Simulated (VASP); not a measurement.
AlN, 4 atoms in the cell. Symmetry: P6_3/mmc, No. 194, hexagonal system. The conventional cell has a = 3.312 Å, b = 3.312 Å, c = 4.188 Å, α = 90.00°, β = 90.00°, γ = 120.00°. Within 2.5 Å of Al (site symmetry -6m2) lie 5 N at 1.91 to 2.09 Å. Within 2.5 Å of N (site symmetry -6m2) lie 5 Al at 1.91 to 2.09 Å. 

| Quantity | Value |
| --- | --- |
| Program | VASP 6.6.1 |
| Task | single point |
| Functional | PBE-based screened hybrid |
| Potentials or basis | VASP PAW PBE potentials, release 64 (Al, N) |
| Cutoff | 520 eV |
| k mesh | 5 × 5 × 4 |
| Occupations | fermi-dirac, width 0.05 eV |
| Spin | no spin polarisation |
| Dipole correction | no |
| Grid for exact exchange (PRECFOCK) | Normal |
| Share of exact exchange | 0.25 |
| Further INCAR settings | ALGO = Normal; EDIFF = 1e-07; NBANDS = 16 |
| Screening parameter | 0.15 1/Å |

Potentials or basis: VASP PAW PBE potentials, release 64 (Al, N).

The run is started by

```sh
$ cat potpaw_PBE.64/Al/POTCAR potpaw_PBE.64/N/POTCAR > POTCAR
$ cp INCAR.step1 INCAR
$ mpirun -np 1 vasp_std > vasp.out
$ cp INCAR.step2 INCAR
$ mpirun -np 1 vasp_std > vasp.out
```

Hardware: 1 thread of Intel(R) Xeon(R) Platinum 8375C CPU @ 2.90GHz (Ice Lake) (shared host).

Problem. How long does it take, and how much memory?

Solution. Run time: 10 min on 1 thread of Intel(R) Xeon(R) Platinum 8375C CPU @ 2.90GHz (Ice Lake), on a shared host, peak memory 0.26 GiB. Counts: k points 15.
